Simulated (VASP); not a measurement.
# TaSi (Pm-3m) in VASP: a series of runs

Runs on TaSi. Level: r2SCAN. Tasks: single point, relaxation of cell and atoms.

Everything below comes from runs of VASP 6.6.1. Logs are shortened: lines on timing, memory, paths and dates and some standing lists are left out, and cuts for length are marked.

## 1. The cell of the first run

It takes space group Pm-3m (No. 221, cubic). Conventional cell: a = 3.136 Å, b = 3.136 Å, c = 3.136 Å, α = 90.00°, β = 90.00°, γ = 90.00°. Within 3.6 Å of Ta (site symmetry m-3m) lie 8 Si at 2.72 Å and 6 Ta at 3.14 Å. Si (site symmetry m-3m) has 8 Ta at 2.72 Å and 6 Si at 3.14 Å within 3.6 Å.

## 2. Single point, r2SCAN

Input file POSCAR:

```
TaSi
1.0
    3.1357331956      0.0000000000      0.0000000000
    0.0000000000      3.1357331956      0.0000000000
    0.0000000000      0.0000000000      3.1357331956
Ta Si
1 1
Direct
    0.5000000000      0.5000000000      0.5000000000
    0.0000000000      0.0000000000      0.0000000000
```

Input file INCAR.step1:

```
SYSTEM = TaSi
ALGO     = Normal         ! electronic algorithm
EDIFF    = 1E-4           ! SCF threshold, eV
ENCUT    = 520            ! plane-wave cutoff, eV
GGA      = PE             ! functional
ISMEAR   = 0              ! smearing method
LASPH    = .TRUE.         ! aspherical terms in the spheres
LCHARG   = .FALSE.        ! write CHGCAR
LREAL    = .FALSE.        ! projectors in reciprocal space
LWAVE    = .TRUE.         ! write WAVECAR
NBANDS   = 14             ! bands
NELM     = 100            ! most SCF steps
PREC     = Accurate       ! precision mode
SIGMA    = 0.1            ! smearing width, eV
```

Input file INCAR.step2:

```
SYSTEM = TaSi
ALGO     = Normal         ! electronic algorithm
EDIFF    = 1E-7           ! SCF threshold, eV
ENCUT    = 520            ! plane-wave cutoff, eV
ISIF     = 2              ! what is computed and relaxed
ISMEAR   = 0              ! smearing method
ISTART   = 1            
LASPH    = .TRUE.         ! aspherical terms in the spheres
LCHARG   = .FALSE.        ! write CHGCAR
LMIXTAU  = .TRUE.       
LREAL    = .FALSE.        ! projectors in reciprocal space
LWAVE    = .FALSE.        ! write WAVECAR
METAGGA  = R2SCAN         ! meta-GGA
NBANDS   = 14             ! bands
NELM     = 100            ! most SCF steps
PREC     = Accurate       ! precision mode
SIGMA    = 0.1            ! smearing width, eV
```

Input file KPOINTS:

```
k-points
0
G
  14 14 14
  0 0 0
```

Potentials or basis: VASP PAW PBE potentials, release 64 (Ta_pv, Si).

On the command line:

```
$ cat potpaw_PBE.64/Ta_pv/POTCAR potpaw_PBE.64/Si/POTCAR > POTCAR
$ cp INCAR.step1 INCAR
$ mpirun -np 1 vasp_std > vasp.out
$ cp INCAR.step2 INCAR
$ mpirun -np 1 vasp_std > vasp.out
```

OUTCAR:

```text
SYSTEM = TaSi
   EDIFF = 1E-7
   ENCUT = 520
   ISIF = 2
   ISMEAR = 0
   ISTART = 1
   LASPH = .TRUE.
   LREAL = .FALSE.
   METAGGA = R2SCAN
   NELM = 100
   PREC = Accurate

 ion  position               nearest neighbor table
   1  0.500  0.500  0.500-   2 2.72   2 2.72   2 2.72   2 2.72   2 2.72   2 2.72   2 2.72   2 2.72

   2  0.000  0.000  0.000-   1 2.72   1 2.72   1 2.72   1 2.72   1 2.72   1 2.72   1 2.72   1 2.72

  LATTYP: Found a simple cubic cell.
 ALAT       =     3.1357331956

  Lattice vectors:

 A1 = (   3.1357331956,   0.0000000000,   0.0000000000)
 A2 = (   0.0000000000,   3.1357331956,   0.0000000000)
 A3 = (   0.0000000000,   0.0000000000,   3.1357331956)

Analysis of symmetry for initial positions (statically):
=====================================================================
 Subroutine PRICEL returns:
 Original cell was already a primitive cell.

 Routine SETGRP: Setting up the symmetry group for a
 simple cubic supercell.

 Subroutine GETGRP returns: Found 48 space group operations
 (whereof 48 operations were pure point group operations)
 out of a pool of 48 trial point group operations.

The static configuration has the point symmetry O_h .

Analysis of symmetry for dynamics (positions and initial velocities):
=====================================================================
 Subroutine PRICEL returns:
 Original cell was already a primitive cell.

 Routine SETGRP: Setting up the symmetry group for a
 simple cubic supercell.

 Subroutine GETGRP returns: Found 48 space group operations
 (whereof 48 operations were pure point group operations)
 out of a pool of 48 trial point group operations.

The dynamic configuration has the point symmetry O_h .

 Subroutine INISYM returns: Found 48 space group operations
 (whereof 48 operations are pure point group operations),
 and found     1 'primitive' translations

----------------------------------------------------------------------------------------

                                     Primitive cell

  volume of cell :      30.8331

  direct lattice vectors                    reciprocal lattice vectors
     3.135733196  0.000000000  0.000000000     0.318904683  0.000000000  0.000000000
     0.000000000  3.135733196  0.000000000     0.000000000  0.318904683  0.000000000
     0.000000000  0.000000000  3.135733196     0.000000000  0.000000000  0.318904683

  length of vectors
     3.135733196  3.135733196  3.135733196     0.318904683  0.318904683  0.318904683

  position of ions in fractional coordinates (direct lattice)
     0.500000000  0.500000000  0.500000000
     0.000000000  0.000000000  0.000000000

  ion indices of the primitive-cell ions
   primitive index   ion index
                 1           1
                 2           2

----------------------------------------------------------------------------------------

 KPOINTS: k-points

Automatic generation of k-mesh.
 Grid dimensions read from file:
 generate k-points for:   14   14   14

 Generating k-lattice:

  Cartesian coordinates                     Fractional coordinates (reciprocal lattice)
     0.022778906  0.000000000  0.000000000     0.071428571  0.000000000  0.000000000
     0.000000000  0.022778906  0.000000000     0.000000000  0.071428571  0.000000000
     0.000000000  0.000000000  0.022778906     0.000000000  0.000000000  0.071428571

  Length of vectors
     0.022778906  0.022778906  0.022778906

  Shift w.r.t. Gamma in fractional coordinates (k-lattice)
     0.000000000  0.000000000  0.000000000

 Subroutine IBZKPT returns following result:
 ===========================================

 Found    120 irreducible k-points:

 Following reciprocal coordinates:
            Coordinates               Weight
  0.000000  0.000000  0.000000      1.000000
  0.071429  0.000000  0.000000      6.000000
  0.142857  0.000000  0.000000      6.000000
  0.214286  0.000000  0.000000      6.000000
  0.285714  0.000000  0.000000      6.000000
  0.357143  0.000000  0.000000      6.000000
[... 16 lines left out ...]
  0.285714  0.214286  0.000000     24.000000
  0.357143  0.214286  0.000000     24.000000
 [... further k-points ...]
   k-points           NKPTS =    120   k-points in BZ     NKDIM =    120   number of bands    NBANDS=     14
   number of dos      NEDOS =    301   number of ions     NIONS =      2
   total plane-waves  NPLWV =  13824
   dimension x,y,z NGX =    24 NGY =   24 NGZ =   24
   dimension x,y,z NGXF=    48 NGYF=   48 NGZF=   48
   ions per type =               1   1
   NGX,Y,Z   is equivalent  to a cutoff of  12.72, 12.72, 12.72 a.u.
   NGXF,Y,Z  is equivalent  to a cutoff of  25.45, 25.45, 25.45 a.u.
 SYSTEM =  TaSi
   PREC   = accura    normal or accurate (medium, high low for compatibility)
   ISTART =      1    job   : 0-new  1-cont  2-samecut
   ICHARG =      0    charge: 1-file 2-atom 10-const
   ISPIN  =      1    spin polarized calculation?
   LNONCOLLINEAR =      F non collinear calculations
   LSORBIT =      F    spin-orbit coupling
   LASPH  =      T    aspherical Exc in radial PAW
   ENCUT  =  520.0 eV  38.22 Ry    6.18 a.u.   5.83  5.83  5.83*2*pi/ulx,y,z
   NELM   =    100;   NELMIN=  2; NELMDL=  0     # of ELM steps
   EDIFF  = 0.1E-06   stopping-criterion for ELM
   LREAL  =      F    real-space projection
   EDIFFG = 0.1E-05   stopping-criterion for IOM
   NSW    =      0    number of steps for IOM
   IBRION =     -1    ionic relax: 0-MD 1-quasi-New 2-CG
   NFREE  =      0    steps in history (QN), initial steepest desc. (CG)
   ISIF   =      2    stress and relaxation
   ISYM   =      2    0-nonsym 1-usesym 2-fastsym
   POTIM  = 0.5000    time-step for ionic-motion
   TEBEG  =    0.0;   TEEND  =   0.0 temperature during run
   PSTRESS=    0.0 pullay stress
   NELECT =      15.0000    total number of electrons
   NUPDOWN=      -1.0000    fix difference up-down
   EMIN   =  10.00;   EMAX   =-10.00  energy-range for DOS
   EFERMI =   0.00;   METHOD = LEGACY
   ISMEAR =     0;   SIGMA  =   0.10  broadening in eV -4-tet -1-fermi 0-gaus
   EFERMI_NEDOS =   21; number of points for ismear=-14 and -15
   IALGO  =     38    algorithm
   IMIX   =      4    mixing-type and parameters
     AMIX     =   0.40;   BMIX     =  1.00
     AMIX_MAG =   1.60;   BMIX_MAG =  1.00
  volume/ion in A,a.u.               =      15.42       104.04
  Fermi-wavevector in a.u.,A,eV,Ry     =   1.287556  2.433128 22.555747  1.657801
  Thomas-Fermi vector in A             =   2.419563
   LORBIT       =      0    0 simple, 1 ext, 2 COOP (PROOUT), +10 PAW based schemes
   METAGGA = R2SCAN    functional components
   LHFCALC =     F    Hartree Fock is set to
   AEXX    =    0.0000 exact exchange contribution
   IVDW    =     0    specifies the selected vdW correction
   LEPSILON=     F    determine dielectric tensor
   LRPA    =     F    only Hartree local field effects (RPA)
 non-spin polarized calculation
 Gauss-broadening in eV      SIGMA  =   0.10
  energy-cutoff  :      520.00
  volume of cell :       30.83
 maximum number of plane-waves:       858
 NGX is ok and might be reduce to    24
   NGX = 11   NGY = 11   NGZ = 11

 number of electron      15.0000001 magnetization

 Free energy of the ion-electron system (eV)
  ---------------------------------------------------
  ext. energy  EPLUGINS =         0.00000000
  ---------------------------------------------------
  free energy    TOTEN  =       -57.39435038 eV

  energy without entropy =      -57.38655244  energy(sigma->0) =      -57.39045141

 E-fermi :   8.1238     XC(G=0): -13.2317

 val. band max:        8.1116385978   @ k =   0.3571   0.2857   0.0000
 cond. band min:       8.1302170295   @ k =   0.4286   0.2857   0.1429
 fundamental gap:      0.0185784317
 Fermi energy:         8.1238007269

 k-point     1 :       0.0000    0.0000    0.0000
  band No.  band energies     occupation
      1     -27.1151      2.00000
      2     -27.1151      2.00000
      3     -27.1151      2.00000
      4      -4.5659      2.00000
      5       5.1030      2.00000
      6       5.1030      2.00000
      7      10.5609      0.00000
      8      10.5609      0.00000
      9      10.5609      0.00000
     10      11.1894      0.00000
     11      11.1894      0.00000
     12      11.1894      0.00000
     13      17.2293      0.00000
     14      19.1803      0.00000

 k-point     2 :       0.0714    0.0000    0.0000
  band No.  band energies     occupation
      1     -27.1358      2.00000
      2     -27.1132      2.00000
      3     -27.1132      2.00000
      4      -4.4639      2.00000
      5       5.0506      2.00000
      6       5.1558      2.00000
      7       9.9356      0.00000
      8       9.9356      0.00000
      9      10.3475      0.00000
     10      11.2172      0.00000
     11      11.8557      0.00000
     12      11.8557      0.00000
     13      17.5487      0.00000
     14      18.7543      0.00000

 k-point     3 :       0.1429    0.0000    0.0000
  band No.  band energies     occupation
      1     -27.1936      2.00000
      2     -27.1081      2.00000
      3     -27.1081      2.00000
      4      -4.1631      2.00000
      5       4.8009      2.00000
      6       5.3100      2.00000
      7       9.1439      0.00000
      8       9.1439      0.00000
      9      10.0333      0.00000
     10      11.2968      0.00000
     11      12.7789      0.00000
     12      12.7789      0.00000
     13      17.7533      0.00000
     14      18.0589      0.00000
[... 324 lines left out ...]
 k-point    23 :       0.2857    0.2143    0.0000
  band No.  band energies     occupation
      1     -27.3466      2.00000
      2     -27.2469      2.00000
      3     -27.0782      2.00000
      4      -2.3199      2.00000
      5       3.5795      2.00000
      6       5.0370      2.00000
      7       7.3465      2.00000
      8       8.1325      0.90243
      9       9.9748      0.00000
     10      11.7159      0.00000
     11      12.8134      0.00000
     12      16.0494      0.00000
     13      16.7262      0.00000
     14      19.5084      0.00000

 k-point    24 :       0.3571    0.2143    0.0000
  band No.  band energies     occupation
      1     -27.4246      2.00000
      2     -27.2378      2.00000
      3     -27.0708      2.00000
      4      -1.6623      2.00000
      5       2.6200      2.00000
      6       5.3397      2.00000
      7       7.1956      2.00000
      8       7.8430      1.99993
      9      10.0578      0.00000
     10      12.2208      0.00000
     11      13.3762      0.00000
     12      16.1894      0.00000
     13      16.2377      0.00000
     14      18.2119      0.00000

 [... further k-points ...]
[... 5 lines left out ...]
  --------------------------------------------------------------------------------------
  -------------------------------------------------------------------------------------
  Total        0.0859951      0.0859951      0.0859951     -0.0000000      0.0000000     -0.0000000
  in kB        4.4685561      4.4685561      4.4685561     -0.0000000      0.0000000     -0.0000000
  external PRESSURE =       4.4685561 kB  Pullay stress =       0.0000000 kB

 VOLUME and BASIS-vectors are now :
 -----------------------------------------------------------------------------
  energy-cutoff  :      520.00
  volume of cell :       30.83
      direct lattice vectors                 reciprocal lattice vectors
     3.135733196  0.000000000  0.000000000     0.318904683  0.000000000  0.000000000
     0.000000000  3.135733196  0.000000000     0.000000000  0.318904683  0.000000000
     0.000000000  0.000000000  3.135733196     0.000000000  0.000000000  0.318904683

 POSITION                                       TOTAL-FORCE (eV/Angst)
 -----------------------------------------------------------------------------------
      1.56787      1.56787      1.56787         0.000000      0.000000      0.000000
      0.00000      0.00000      0.00000         0.000000      0.000000      0.000000
 -----------------------------------------------------------------------------------
    total drift:                                0.000000     -0.000000     -0.000000

  FREE ENERGIE OF THE ION-ELECTRON SYSTEM (eV)
  ---------------------------------------------------
  free  energy   TOTEN  =       -57.3943503823 eV

  energy  without entropy=      -57.3865524354  energy(sigma->0) =      -57.39045141
```

Run time: 2.2 min. Hardware: 1 thread of Intel Xeon 8259CL, shared host; peak memory 0.18 GiB.

Results:

* Free energy: -57.3944 eV
* Pressure: 0.4 GPa

Caveat: the PAW data sets were made with another functional, which shifts forces and pressure a little; spin-orbit coupling is left out, which moves the levels of the heavy elements.

[end of part 1 of 2]
